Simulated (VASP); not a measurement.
# Nb (Fd-3m) in VASP: single point with PBE

Aim: the single point of Nb with PBE.

Program: VASP 6.6.1. These are calculated values, not measurements. Logs are shortened: lines on timing, memory, paths and dates and some standing lists are left out, and cuts for length are marked.

### 1 The cell of the first run

It takes space group Fd-3m (No. 227, cubic). The conventional cell has a = 6.023 Å, b = 6.023 Å, c = 6.023 Å, α = 90.00°, β = 90.00°, γ = 90.00°. Within 3.4 Å of Nb (site symmetry -43m) lie 4 Nb at 2.61 Å.

### 2 Single point, PBE

INCAR

```
SYSTEM = Nb
PREC = Accurate ; ENCUT = 520
EDIFF = 1E-6 ; ISMEAR = -1
SIGMA = 0.08 ; LREAL = .FALSE.
LASPH = .TRUE. ; NELM = 80
ALGO = Normal ; ISIF = 2
LWAVE = .FALSE. ; LCHARG = .FALSE.
GGA = PE ; NBANDS = 20
```

KPOINTS

```
Automatic mesh
0
G
  12 12 12
  0 0 0
```

POSCAR

```
Nb
1.0
    0.0000000000      3.0113314931      3.0113314931
    3.0113314931      0.0000000000      3.0113314931
    3.0113314931      3.0113314931      0.0000000000
Nb
2
Direct
   -0.1250000000     -0.1250000000     -0.1250000000
    0.1250000000      0.1250000000      0.1250000000
```

Potentials or basis: VASP PAW PBE potentials, release 64 (Nb_sv).

Run with:

```
> cat potpaw_PBE.64/Nb_sv/POTCAR > POTCAR
> mpirun -np 1 vasp_std > vasp.out
```

OUTCAR:

```text
SYSTEM = Nb
   PREC = Accurate
   ENCUT = 520
   EDIFF = 1E-6
   ISMEAR = -1
   LREAL = .FALSE.
   LASPH = .TRUE.
   NELM = 80
   ISIF = 2
   GGA = PE

 ion  position               nearest neighbor table
   1  0.875  0.875  0.875-   2 2.61   2 2.61   2 2.61   2 2.61
   2  0.125  0.125  0.125-   1 2.61   1 2.61   1 2.61   1 2.61

  LATTYP: Found a face centered cubic cell.
 ALAT       =     6.0226629862

  Lattice vectors:

 A1 = (   0.0000000000,   3.0113314931,   3.0113314931)
 A2 = (   3.0113314931,   0.0000000000,   3.0113314931)
 A3 = (   3.0113314931,   3.0113314931,   0.0000000000)

Analysis of symmetry for initial positions (statically):
=====================================================================
 Subroutine PRICEL returns:
 Original cell was already a primitive cell.

 Routine SETGRP: Setting up the symmetry group for a
 face centered cubic supercell.

 Subroutine GETGRP returns: Found 48 space group operations
 (whereof 12 operations were pure point group operations)
 out of a pool of 48 trial point group operations.

The static configuration has the point symmetry D_3d.
 The point group associated with its full space group is O_h .

Analysis of symmetry for dynamics (positions and initial velocities):
=====================================================================
 Subroutine PRICEL returns:
 Original cell was already a primitive cell.

 Routine SETGRP: Setting up the symmetry group for a
 face centered cubic supercell.

 Subroutine GETGRP returns: Found 48 space group operations
 (whereof 12 operations were pure point group operations)
 out of a pool of 48 trial point group operations.

The dynamic configuration has the point symmetry D_3d.
 The point group associated with its full space group is O_h .

 Subroutine INISYM returns: Found 48 space group operations
 (whereof 12 operations are pure point group operations),
 and found     1 'primitive' translations

----------------------------------------------------------------------------------------

                                     Primitive cell

  volume of cell :      54.6142

  direct lattice vectors                    reciprocal lattice vectors
     0.000000000  3.011331493  3.011331493    -0.166039508  0.166039508  0.166039508
     3.011331493  0.000000000  3.011331493     0.166039508 -0.166039508  0.166039508
     3.011331493  3.011331493  0.000000000     0.166039508  0.166039508 -0.166039508

  length of vectors
     4.258665838  4.258665838  4.258665838     0.287588864  0.287588864  0.287588864

  position of ions in fractional coordinates (direct lattice)
     0.875000000  0.875000000  0.875000000
     0.125000000  0.125000000  0.125000000

  ion indices of the primitive-cell ions
   primitive index   ion index
                 1           1
                 2           2

----------------------------------------------------------------------------------------

 KPOINTS: Automatic mesh

Automatic generation of k-mesh.
 Grid dimensions read from file:
 generate k-points for:   12   12   12

 Generating k-lattice:

  Cartesian coordinates                     Fractional coordinates (reciprocal lattice)
    -0.013836626  0.013836626  0.013836626     0.083333333  0.000000000  0.000000000
     0.013836626 -0.013836626  0.013836626     0.000000000  0.083333333  0.000000000
     0.013836626  0.013836626 -0.013836626     0.000000000  0.000000000  0.083333333

  Length of vectors
     0.023965739  0.023965739  0.023965739

  Shift w.r.t. Gamma in fractional coordinates (k-lattice)
     0.000000000  0.000000000  0.000000000

 Subroutine IBZKPT returns following result:
 ===========================================

 Found     72 irreducible k-points:

 Following reciprocal coordinates:
            Coordinates               Weight
  0.000000  0.000000  0.000000      1.000000
  0.083333  0.000000  0.000000      8.000000
  0.166667  0.000000  0.000000      8.000000
  0.250000  0.000000  0.000000      8.000000
  0.333333  0.000000  0.000000      8.000000
  0.416667  0.000000  0.000000      8.000000
[... 16 lines left out ...]
  0.500000  0.166667  0.000000     24.000000
 -0.416667  0.166667  0.000000     24.000000
 [... further k-points ...]
   k-points           NKPTS =     72   k-points in BZ     NKDIM =     72   number of bands    NBANDS=     20
   number of dos      NEDOS =    301   number of ions     NIONS =      2
   total plane-waves  NPLWV =  32768
   dimension x,y,z NGX =    32 NGY =   32 NGZ =   32
   dimension x,y,z NGXF=    64 NGYF=   64 NGZF=   64
   ions per type =               2
   NGX,Y,Z   is equivalent  to a cutoff of  12.49, 12.49, 12.49 a.u.
   NGXF,Y,Z  is equivalent  to a cutoff of  24.98, 24.98, 24.98 a.u.
 SYSTEM =  Nb
   PREC   = accura    normal or accurate (medium, high low for compatibility)
   ISTART =      0    job   : 0-new  1-cont  2-samecut
   ICHARG =      2    charge: 1-file 2-atom 10-const
   ISPIN  =      1    spin polarized calculation?
   LNONCOLLINEAR =      F non collinear calculations
   LSORBIT =      F    spin-orbit coupling
   LASPH  =      T    aspherical Exc in radial PAW
   ENCUT  =  520.0 eV  38.22 Ry    6.18 a.u.   7.92  7.92  7.92*2*pi/ulx,y,z
   NELM   =     80;   NELMIN=  2; NELMDL= -5     # of ELM steps
   EDIFF  = 0.1E-05   stopping-criterion for ELM
   LREAL  =      F    real-space projection
   EDIFFG = 0.1E-04   stopping-criterion for IOM
   NSW    =      0    number of steps for IOM
   IBRION =     -1    ionic relax: 0-MD 1-quasi-New 2-CG
   NFREE  =      0    steps in history (QN), initial steepest desc. (CG)
   ISIF   =      2    stress and relaxation
   ISYM   =      2    0-nonsym 1-usesym 2-fastsym
   POTIM  = 0.5000    time-step for ionic-motion
   TEBEG  =    0.0;   TEEND  =   0.0 temperature during run
   PSTRESS=    0.0 pullay stress
   NELECT =      26.0000    total number of electrons
   NUPDOWN=      -1.0000    fix difference up-down
   EMIN   =  10.00;   EMAX   =-10.00  energy-range for DOS
   EFERMI =   0.00;   METHOD = LEGACY
   ISMEAR =    -1;   SIGMA  =   0.08  broadening in eV -4-tet -1-fermi 0-gaus
   EFERMI_NEDOS =   21; number of points for ismear=-14 and -15
   IALGO  =     38    algorithm
   IMIX   =      4    mixing-type and parameters
     AMIX     =   0.40;   BMIX     =  1.00
     AMIX_MAG =   1.60;   BMIX_MAG =  1.00
  volume/ion in A,a.u.               =      27.31       184.28
  Fermi-wavevector in a.u.,A,eV,Ry     =   1.278294  2.415625 22.232400  1.634035
  Thomas-Fermi vector in A             =   2.410845
   LORBIT       =      0    0 simple, 1 ext, 2 COOP (PROOUT), +10 PAW based schemes
   GGA     = PE    functional components
   LHFCALC =     F    Hartree Fock is set to
   AEXX    =    0.0000 exact exchange contribution
   IVDW    =     0    specifies the selected vdW correction
   LEPSILON=     F    determine dielectric tensor
   LRPA    =     F    only Hartree local field effects (RPA)
 non-spin polarized calculation
  energy-cutoff  :      520.00
  volume of cell :       54.61
 maximum number of plane-waves:      1484
   NGX = 15   NGY = 15   NGZ = 15

 number of electron      25.9999997 magnetization

 Free energy of the ion-electron system (eV)
  ---------------------------------------------------
  ext. energy  EPLUGINS =         0.00000000
  ---------------------------------------------------
  free energy    TOTEN  =       -15.35944061 eV

  energy without entropy =      -15.27645187  energy(sigma->0) =      -15.31794624

 E-fermi :   6.1222     XC(G=0): -10.0637

 val. band max:        6.1200250526   @ k =   0.5000   0.2500   0.0000
 cond. band min:       6.1398456513   @ k =  -0.4167   0.4167   0.0833
 fundamental gap:      0.0198205987
 Fermi energy:         6.1221894450

 k-point     1 :       0.0000    0.0000    0.0000
  band No.  band energies     occupation
      1     -48.3619      2.00000
      2     -47.8007      2.00000
      3     -24.7176      2.00000
      4     -24.7176      2.00000
      5     -24.7176      2.00000
      6     -23.7484      2.00000
[... 12 lines left out ...]
     19      11.0434      0.00000
     20      16.4365      0.00000

 k-point     2 :       0.0833    0.0000    0.0000
  band No.  band energies     occupation
      1     -48.3550      2.00000
      2     -47.8080      2.00000
      3     -24.7260      2.00000
      4     -24.7260      2.00000
      5     -24.7171      2.00000
      6     -23.7493      2.00000
[... 12 lines left out ...]
     19      11.0257      0.00000
     20      15.9642      0.00000

 k-point     3 :       0.1667    0.0000    0.0000
  band No.  band energies     occupation
      1     -48.3350      2.00000
      2     -47.8292      2.00000
      3     -24.7483      2.00000
      4     -24.7483      2.00000
      5     -24.7160      2.00000
      6     -23.7511      2.00000
[... 12 lines left out ...]
     19      10.9658      0.00000
     20      15.4633      0.00000

 k-point     4 :       0.2500    0.0000    0.0000
  band No.  band energies     occupation
      1     -48.3046      2.00000
      2     -47.8611      2.00000
      3     -24.7772      2.00000
      4     -24.7772      2.00000
      5     -24.7153      2.00000
      6     -23.7529      2.00000
[... 12 lines left out ...]
     19      10.8457      0.00000
     20      14.2894      0.00000

 k-point     5 :       0.3333    0.0000    0.0000
  band No.  band energies     occupation
      1     -48.2691      2.00000
      2     -47.8981      2.00000
      3     -24.8045      2.00000
      4     -24.8045      2.00000
      5     -24.7153      2.00000
      6     -23.7537      2.00000
[... 12 lines left out ...]
     19      10.6487      0.00000
     20      12.6724      0.00000
[... 353 lines left out ...]
      6     -23.8713      2.00000
[... 12 lines left out ...]
     19      11.1565      0.00000
     20      13.5280      0.00000

 k-point    22 :       0.4167    0.1667    0.0000
  band No.  band energies     occupation
      1     -48.2336      2.00000
      2     -47.9349      2.00000
      3     -24.8846      2.00000
      4     -24.8567      2.00000
      5     -24.5808      2.00000
      6     -23.8885      2.00000
[... 12 lines left out ...]
     19      10.9174      0.00000
     20      12.0967      0.00000

 k-point    23 :       0.5000    0.1667    0.0000
  band No.  band energies     occupation
      1     -48.2061      2.00000
      2     -47.9633      2.00000
      3     -24.9094      2.00000
      4     -24.8611      2.00000
      5     -24.5718      2.00000
      6     -23.8953      2.00000
[... 12 lines left out ...]
     19      10.4917      0.00000
     20      11.1324      0.00000

 k-point    24 :      -0.4167    0.1667    0.0000
  band No.  band energies     occupation
      1     -48.2021      2.00000
      2     -47.9673      2.00000
      3     -24.9188      2.00000
      4     -24.8518      2.00000
      5     -24.5769      2.00000
      6     -23.8887      2.00000
[... 12 lines left out ...]
     19      10.6597      0.00000
     20      11.0178      0.00000

 [... further k-points ...]

------------------------ aborting loop because EDIFF is reached ----------------------------------------

  FORCE on cell =-STRESS in cart. coord.  units (eV):
  Direction    XX          YY          ZZ          XY          YZ          ZX
  --------------------------------------------------------------------------------------
  -------------------------------------------------------------------------------------
  Total       -1.1322814     -1.1322814     -1.1322814      0.0000000      0.0000000      0.0000000
  in kB      -33.2169110    -33.2169110    -33.2169110      0.0000000      0.0000000      0.0000000
  external PRESSURE =     -33.2169110 kB  Pullay stress =       0.0000000 kB

 VOLUME and BASIS-vectors are now :
 -----------------------------------------------------------------------------
  energy-cutoff  :      520.00
  volume of cell :       54.61
      direct lattice vectors                 reciprocal lattice vectors
     0.000000000  3.011331493  3.011331493    -0.166039508  0.166039508  0.166039508
     3.011331493  0.000000000  3.011331493     0.166039508 -0.166039508  0.166039508
     3.011331493  3.011331493  0.000000000     0.166039508  0.166039508 -0.166039508

 POSITION                                       TOTAL-FORCE (eV/Angst)
 -----------------------------------------------------------------------------------
      5.26983      5.26983      5.26983        -0.000000     -0.000000     -0.000000
      0.75283      0.75283      0.75283         0.000000      0.000000      0.000000
 -----------------------------------------------------------------------------------
    total drift:                                0.000000      0.000000     -0.000000

  FREE ENERGIE OF THE ION-ELECTRON SYSTEM (eV)
  ---------------------------------------------------
  free  energy   TOTEN  =       -15.3594406118 eV

  energy  without entropy=      -15.2764518711  energy(sigma->0) =      -15.31794624
```

Run time: 49 s. Hardware: 1 thread of Intel Xeon 6975P-C, shared host; peak memory 0.21 GiB.

What came out:

```
Free energy            : -15.3594 eV
Pressure               : -3.3 GPa
Band gap on the k mesh : zero (band 13 reaches 6.77 eV, above the bottom of band 14 at 5.46 eV)
```

Levels at points of the mesh, in eV from the Fermi level:
```
           k point  band 10  band 11  band 12  band 13  band 14  band 15  band 16  band 17
(0.00, 0.00, 0.00)    -1.26    -1.26    -0.49    -0.49    -0.49     1.82     1.82     1.82
(0.50, 0.00, 0.00)    -1.36    -1.09    -1.09    -0.66    -0.66     0.53     2.82     2.82
(0.50, 0.50, 0.00)    -2.12    -0.60    -0.60     0.18     0.18     1.32     1.32     4.43
```
